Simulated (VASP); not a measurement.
# SnH5 (P6/mmm) in VASP: further runs

SnH5 is run at these levels: PBE; tasks: single point, relaxation of cell and atoms.

Everything below comes from runs of VASP 6.6.1. Logs are shortened: lines on timing, memory, paths and dates and some standing lists are left out, and cuts for length are marked.

## Step 1: The cell of the first run

Symmetry: P6/mmm, No. 191, hexagonal system. The conventional cell has a = 2.931 Å, b = 2.931 Å, c = 8.683 Å, α = 90.00°, β = 90.00°, γ = 120.00°. Within 2.4 Å of Sn (site symmetry 6/mmm) lie 2 H at 1.79 Å. H (site symmetry mmm) has 4 H at 1.47 Å within 2.0 Å. Within 2.4 Å of H (site symmetry 6mm) lie 1 Sn at 1.79 Å.

## Step 2: Single point, PBE

INCAR reads:

```
SYSTEM = SnH5
PREC = Accurate ; ENCUT = 520
EDIFF = 1E-7 ; ISMEAR = 0
SIGMA = 0.1 ; LREAL = .FALSE.
LASPH = .TRUE. ; NELM = 80
ALGO = Normal ; ISIF = 2
LWAVE = .FALSE. ; LCHARG = .FALSE.
GGA = PE ; NBANDS = 18
```

KPOINTS reads:

```
Automatic mesh
0
G
  6 6 2
  0 0 0
```

POSCAR reads:

```
SnH5
1.0
    2.9313463886     -0.0000000027      0.0000000000
   -1.4656731919      2.5386204412      0.0000000000
    0.0000000000      0.0000000000      8.6827698370
Sn H
1 5
Direct
    0.0000000000      0.0000000000      0.5000000000
    0.5000000000      0.0000000000      0.0000000000
    0.0000000000      0.5000000000      0.0000000000
    0.5000000000      0.5000000000      0.0000000000
    0.0000000000      0.0000000000      0.2939849012
    0.0000000000      0.0000000000      0.7060150988
```

Potentials or basis: VASP PAW PBE potentials, release 64 (Sn_d, H).

Launch:

```
> cat potpaw_PBE.64/Sn_d/POTCAR potpaw_PBE.64/H/POTCAR > POTCAR
> mpirun -np 1 vasp_std > vasp.out
```

OUTCAR:

```text
SYSTEM = SnH5
   PREC = Accurate
   ENCUT = 520
   EDIFF = 1E-7
   ISMEAR = 0
   LREAL = .FALSE.
   LASPH = .TRUE.
   NELM = 80
   ISIF = 2
   GGA = PE

 ion  position               nearest neighbor table
   1  0.000  0.000  0.500-   5 1.79   6 1.79
   2  0.500  0.000  0.000-
   3  0.000  0.500  0.000-
   4  0.500  0.500  0.000-
   5  0.000  0.000  0.294-   1 1.79
   6  0.000  0.000  0.706-   1 1.79

  LATTYP: Found a hexagonal cell.
 ALAT       =     2.9313463886
 C/A-ratio  =     2.9620415625

  Lattice vectors:

 A1 = (   2.9313463886,  -0.0000000027,   0.0000000000)
 A2 = (  -1.4656731919,   2.5386204412,   0.0000000000)
 A3 = (   0.0000000000,   0.0000000000,   8.6827698370)

Analysis of symmetry for initial positions (statically):
=====================================================================
 Subroutine PRICEL returns:
 Original cell was already a primitive cell.

 Routine SETGRP: Setting up the symmetry group for a
 hexagonal supercell.

 Subroutine GETGRP returns: Found 24 space group operations
 (whereof 24 operations were pure point group operations)
 out of a pool of 24 trial point group operations.

The static configuration has the point symmetry D_6h.

Analysis of symmetry for dynamics (positions and initial velocities):
=====================================================================
 Subroutine PRICEL returns:
 Original cell was already a primitive cell.

 Routine SETGRP: Setting up the symmetry group for a
 hexagonal supercell.

 Subroutine GETGRP returns: Found 24 space group operations
 (whereof 24 operations were pure point group operations)
 out of a pool of 24 trial point group operations.

The dynamic configuration has the point symmetry D_6h.

 Subroutine INISYM returns: Found 24 space group operations
 (whereof 24 operations are pure point group operations),
 and found     1 'primitive' translations

----------------------------------------------------------------------------------------

                                     Primitive cell

  volume of cell :      64.6135

  direct lattice vectors                    reciprocal lattice vectors
     2.931346389 -0.000000003  0.000000000     0.341140168  0.196957368  0.000000000
    -1.465673192  2.538620441  0.000000000     0.000000000  0.393914736  0.000000000
     0.000000000  0.000000000  8.682769837     0.000000000  0.000000000  0.115170622

  length of vectors
     2.931346389  2.931346389  8.682769837     0.393914736  0.393914736  0.115170622

  position of ions in fractional coordinates (direct lattice)
     0.000000000  0.000000000  0.500000000
     0.500000000  1.000000000  0.000000000
     0.000000000  0.500000000  0.000000000
     0.500000000  0.500000000  0.000000000
     0.000000000  0.000000000  0.293984901
     0.000000000  0.000000000  0.706015099

  ion indices of the primitive-cell ions
   primitive index   ion index
                 1           1
                 2           2
                 3           3
                 4           4
                 5           5
                 6           6

----------------------------------------------------------------------------------------

 KPOINTS: Automatic mesh

Automatic generation of k-mesh.
 Grid dimensions read from file:
 generate k-points for:    6    6    2

 Generating k-lattice:

  Cartesian coordinates                     Fractional coordinates (reciprocal lattice)
     0.056856695  0.032826228  0.000000000     0.166666667  0.000000000  0.000000000
     0.000000000  0.065652456  0.000000000    -0.000000000  0.166666667  0.000000000
     0.000000000  0.000000000  0.057585311     0.000000000  0.000000000  0.500000000

  Length of vectors
     0.065652456  0.065652456  0.057585311

  Shift w.r.t. Gamma in fractional coordinates (k-lattice)
     0.000000000  0.000000000  0.000000000

 Subroutine IBZKPT returns following result:
 ===========================================

 Found     14 irreducible k-points:

 Following reciprocal coordinates:
            Coordinates               Weight
  0.000000  0.000000  0.000000      1.000000
  0.166667  0.000000  0.000000      6.000000
  0.333333  0.000000  0.000000      6.000000
  0.500000  0.000000  0.000000      3.000000
  0.166667  0.166667  0.000000      6.000000
  0.333333  0.166667  0.000000     12.000000
  0.333333  0.333333  0.000000      2.000000
  0.000000  0.000000  0.500000      1.000000
  0.166667  0.000000  0.500000      6.000000
  0.333333  0.000000  0.500000      6.000000
  0.500000  0.000000  0.500000      3.000000
  0.166667  0.166667  0.500000      6.000000
  0.333333  0.166667  0.500000     12.000000
  0.333333  0.333333  0.500000      2.000000
   k-points           NKPTS =     14   k-points in BZ     NKDIM =     14   number of bands    NBANDS=     18
   number of dos      NEDOS =    301   number of ions     NIONS =      6
   total plane-waves  NPLWV =  40320
   dimension x,y,z NGX =    24 NGY =   24 NGZ =   70
   dimension x,y,z NGXF=    48 NGYF=   48 NGZF=  140
   ions per type =               1   5
   NGX,Y,Z   is equivalent  to a cutoff of  13.61, 13.61, 13.40 a.u.
   NGXF,Y,Z  is equivalent  to a cutoff of  27.22, 27.22, 26.81 a.u.
 SYSTEM =  SnH5
   PREC   = accura    normal or accurate (medium, high low for compatibility)
   ISTART =      0    job   : 0-new  1-cont  2-samecut
   ICHARG =      2    charge: 1-file 2-atom 10-const
   ISPIN  =      1    spin polarized calculation?
   LNONCOLLINEAR =      F non collinear calculations
   LSORBIT =      F    spin-orbit coupling
   LASPH  =      T    aspherical Exc in radial PAW
   ENCUT  =  520.0 eV  38.22 Ry    6.18 a.u.   5.45  5.45 16.14*2*pi/ulx,y,z
   NELM   =     80;   NELMIN=  2; NELMDL= -5     # of ELM steps
   EDIFF  = 0.1E-06   stopping-criterion for ELM
   LREAL  =      F    real-space projection
   EDIFFG = 0.1E-05   stopping-criterion for IOM
   NSW    =      0    number of steps for IOM
   IBRION =     -1    ionic relax: 0-MD 1-quasi-New 2-CG
   NFREE  =      0    steps in history (QN), initial steepest desc. (CG)
   ISIF   =      2    stress and relaxation
   ISYM   =      2    0-nonsym 1-usesym 2-fastsym
   POTIM  = 0.5000    time-step for ionic-motion
   TEBEG  =    0.0;   TEEND  =   0.0 temperature during run
   PSTRESS=    0.0 pullay stress
   NELECT =      19.0000    total number of electrons
   NUPDOWN=      -1.0000    fix difference up-down
   EMIN   =  10.00;   EMAX   =-10.00  energy-range for DOS
   EFERMI =   0.00;   METHOD = LEGACY
   ISMEAR =     0;   SIGMA  =   0.10  broadening in eV -4-tet -1-fermi 0-gaus
   EFERMI_NEDOS =   21; number of points for ismear=-14 and -15
   IALGO  =     38    algorithm
   IMIX   =      4    mixing-type and parameters
     AMIX     =   0.40;   BMIX     =  1.00
     AMIX_MAG =   1.60;   BMIX_MAG =  1.00
  volume/ion in A,a.u.               =      10.77        72.67
  Fermi-wavevector in a.u.,A,eV,Ry     =   1.088642  2.057235 16.124819  1.185141
  Thomas-Fermi vector in A             =   2.224828
   LORBIT       =      0    0 simple, 1 ext, 2 COOP (PROOUT), +10 PAW based schemes
   GGA     = PE    functional components
   LHFCALC =     F    Hartree Fock is set to
   AEXX    =    0.0000 exact exchange contribution
   IVDW    =     0    specifies the selected vdW correction
   LEPSILON=     F    determine dielectric tensor
   LRPA    =     F    only Hartree local field effects (RPA)
 non-spin polarized calculation
 Gauss-broadening in eV      SIGMA  =   0.10
  energy-cutoff  :      520.00
  volume of cell :       64.61
 maximum number of plane-waves:      1773
 NGX is ok and might be reduce to    24
   NGX = 11   NGY = 11   NGZ = 33

 number of electron      18.9999995 magnetization

 Free energy of the ion-electron system (eV)
  ---------------------------------------------------
  ext. energy  EPLUGINS =         0.00000000
  ---------------------------------------------------
  free energy    TOTEN  =       -16.31027388 eV

  energy without entropy =      -16.30596932  energy(sigma->0) =      -16.30812160

 E-fermi :   1.5859     XC(G=0):  -8.2803

 val. band max:        1.5553493609   @ k =   0.1667   0.1667   0.0000
 cond. band min:       2.3543450608   @ k =   0.3333   0.0000   0.5000
 fundamental gap:      0.7989956999
 Fermi energy:         1.5859085066

 k-point     1 :       0.0000    0.0000    0.0000
  band No.  band energies     occupation
      1     -19.8076      2.00000
      2     -19.8076      2.00000
      3     -19.7788      2.00000
      4     -19.3517      2.00000
      5     -19.3517      2.00000
      6      -9.7451      2.00000
[... 10 lines left out ...]
     17      14.6339      0.00000
     18      16.6605      0.00000

 k-point     2 :       0.1667    0.0000    0.0000
  band No.  band energies     occupation
      1     -19.8535      2.00000
      2     -19.6943      2.00000
      3     -19.6823      2.00000
      4     -19.4182      2.00000
      5     -19.3663      2.00000
      6      -9.0801      2.00000
[... 10 lines left out ...]
     17      14.3229      0.00000
     18      14.6837      0.00000

 k-point     3 :       0.3333    0.0000    0.0000
  band No.  band energies     occupation
      1     -19.9531      2.00000
      2     -19.5471      2.00000
      3     -19.4897      2.00000
      4     -19.4610      2.00000
      5     -19.3954      2.00000
      6      -7.0502      2.00000
[... 10 lines left out ...]
     17      13.1191      0.00000
     18      13.3147      0.00000

 k-point     4 :       0.5000    0.0000    0.0000
  band No.  band energies     occupation
      1     -20.0033      2.00000
      2     -19.6096      2.00000
      3     -19.4099      2.00000
      4     -19.3971      2.00000
      5     -19.3407      2.00000
      6      -4.3794      2.00000
[... 165 lines left out ...]
      4     -19.4656      2.00000
      5     -19.4007      2.00000
      6      -7.7203      2.00000
[... 10 lines left out ...]
     17      13.5606      0.00000
     18      13.8597      0.00000

 k-point    13 :       0.3333    0.1667    0.5000
  band No.  band energies     occupation
      1     -19.8672      2.00000
      2     -19.5764      2.00000
      3     -19.5058      2.00000
      4     -19.4439      2.00000
      5     -19.3789      2.00000
      6      -5.0952      2.00000
[... 10 lines left out ...]
     17      11.7941      0.00000
     18      12.8702      0.00000

 k-point    14 :       0.3333    0.3333    0.5000
  band No.  band energies     occupation
      1     -19.6224      2.00000
      2     -19.6224      2.00000
      3     -19.5297      2.00000
      4     -19.5297      2.00000
      5     -19.4390      2.00000
      6      -3.3608      2.00000
[... 10 lines left out ...]
     17      10.8536      0.00000
     18      12.5246      0.00000

------------------------ aborting loop because EDIFF is reached ----------------------------------------

  FORCE on cell =-STRESS in cart. coord.  units (eV):
  Direction    XX          YY          ZZ          XY          YZ          ZX
  --------------------------------------------------------------------------------------
  -------------------------------------------------------------------------------------
  Total       -0.0680939     -0.0680939     -0.0265566     -0.0000000      0.0000000     -0.0000000
  in kB       -1.6884790     -1.6884790     -0.6585074     -0.0000000      0.0000000     -0.0000000
  external PRESSURE =      -1.3451551 kB  Pullay stress =       0.0000000 kB

 VOLUME and BASIS-vectors are now :
 -----------------------------------------------------------------------------
  energy-cutoff  :      520.00
  volume of cell :       64.61
      direct lattice vectors                 reciprocal lattice vectors
     2.931346389 -0.000000003  0.000000000     0.341140168  0.196957368  0.000000000
    -1.465673192  2.538620441  0.000000000     0.000000000  0.393914736  0.000000000
     0.000000000  0.000000000  8.682769837     0.000000000  0.000000000  0.115170622

 POSITION                                       TOTAL-FORCE (eV/Angst)
 -----------------------------------------------------------------------------------
      0.00000      0.00000      4.34138        -0.000000      0.000000      0.000000
      1.46567     -0.00000      0.00000        -0.000000      0.000000      0.000000
     -0.73284      1.26931      0.00000        -0.000000      0.000000      0.000000
      0.73284      1.26931      0.00000        -0.000000      0.000000      0.000000
      0.00000      0.00000      2.55260         0.000000      0.000000      0.006442
      0.00000      0.00000      6.13017         0.000000     -0.000000     -0.006442
 -----------------------------------------------------------------------------------
    total drift:                                0.000000     -0.000000      0.000000

  FREE ENERGIE OF THE ION-ELECTRON SYSTEM (eV)
  ---------------------------------------------------
  free  energy   TOTEN  =       -16.3102738805 eV

  energy  without entropy=      -16.3059693161  energy(sigma->0) =      -16.30812160
```

It took 15 s on 1 thread of Intel Xeon Platinum 8259CL at 2.50GHz (Skylake/Cascade Lake), shared host; peak memory 0.18 GiB.

What came out:

```yaml
Free_energy: -16.3103 eV
Pressure: -0.1 GPa
Largest_force: 0.006 eV/Å
```

Forces in eV/Å, atoms in the order of the input:
```
Sn   0.000  0.000  0.000
H    0.000  0.000  0.000
H    0.000  0.000  0.000
H    0.000  0.000  0.000
H    0.000  0.000  0.006
H    0.000  0.000 -0.006
```

Stress tensor (GPa, compression positive):
```
-0.17  0.00  0.00
 0.00 -0.17  0.00
 0.00  0.00 -0.07
```

Caveat: the k points lie up to 0.41 Å⁻¹ apart; spin-orbit coupling is left out, which moves the levels of the heavy elements.

(Part 1 of 2 ends here.)
